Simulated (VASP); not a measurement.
Set up this calculation in VASP 6.6.1, as the native input.

| Quantity | Value |
| --- | --- |
| Task | single point |
| Functional | PBE |
| Potentials or basis | VASP PAW PBE potentials, release 64 (La) |
| Cutoff | 520 eV |
| k mesh | 8 × 8 × 8 |
| Occupations | fermi-dirac, width 0.1 eV |
| Spin | no spin polarisation |
| Dipole correction | no |
| Further INCAR settings | ALGO = Normal; EDIFF = 1e-06; NBANDS = 12 |

The structure of La lies in POSCAR:

```
La
1.0
    0.0000000000      2.5776365234      2.5776365234
    2.5776365234      0.0000000000      2.5776365234
    2.5776365234      2.5776365234      0.0000000000
La
1
Direct
    0.0000000000      0.0000000000      0.0000000000
```

One way to write it, as run:

INCAR

```
PREC = Accurate
ENCUT = 520
EDIFF = 1E-6
ISMEAR = -1
SIGMA = 0.1
LREAL = F
LASPH = T
NELM = 100
ALGO = Normal
ISIF = 2
LWAVE = F
LCHARG = F
GGA = PE
NBANDS = 12
```

KPOINTS

```
Automatic mesh
0
Gamma
  8 8 8
```

Potentials or basis: VASP PAW PBE potentials, release 64 (La).

The run is started by

```console
$ cat potpaw_PBE.64/La/POTCAR > POTCAR
$ mpirun -np 1 vasp_std > vasp.out
```

It gave:

```json
{
  "Pressure": "1.8 GPa"
}
```

It took 11 s on 1 thread of Intel(R) Xeon(R) Platinum 8559C (Emerald Rapids), on a shared host, peak memory 0.17 GiB.
